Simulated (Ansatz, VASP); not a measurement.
# SiO2: VASP beside Ansatz

```xyz
6
Lattice="5.3965 -0.0432 0.0000 -1.3305 2.3476 0.0000 0.0000 0.0000 27.6049" Properties=species:S:1:pos:R:3 pbc="T T T"
Si    0.0000    0.0000    8.0000
Si    2.6983   -0.0216    8.0000
O     0.0124    1.5578    7.0843
O     2.7107    1.5362    7.0843
O     1.3553    0.7681    8.9157
O     4.0536    0.7465    8.9157
```

Change from the starting cell: cell x2, atoms moved at random (sigma 0.05 Å) and cell strained at random (1.5 %), then relaxed without symmetry.

Alike in both runs: functional PBE; k mesh 6 × 6 × 1; occupations gaussian, width 0.1 eV; no spin polarisation.

Ansatz relaxed the structure, and its values are those at the end. VASP's run is a single point on that final structure, the one shown.

|  | VASP | Ansatz |
| --- | --- | --- |
| version | VASP 6.6.1 | Ansatz 0.2.0 |
| potentials or method | VASP PAW PBE potentials, release 64 (Si, O), cutoff 520 eV | scalar-relativistic, plane waves, PAW |
| valence electrons in the cell | 32 | 32 |

```csv
,VASP,Ansatz,Ansatz less VASP
gap on the k mesh at the Fermi level (eV),6.57,6.60,+0.026
least direct gap on the mesh (eV),7.15,7.17,+0.015
rms of the force components (eV/Å),0.006,0.000,-0.0062
```

With one functional, cell and mesh, what is left measures potentials, basis and numerics.

The k mesh is coarse, so the values compare programs but aren't converged.
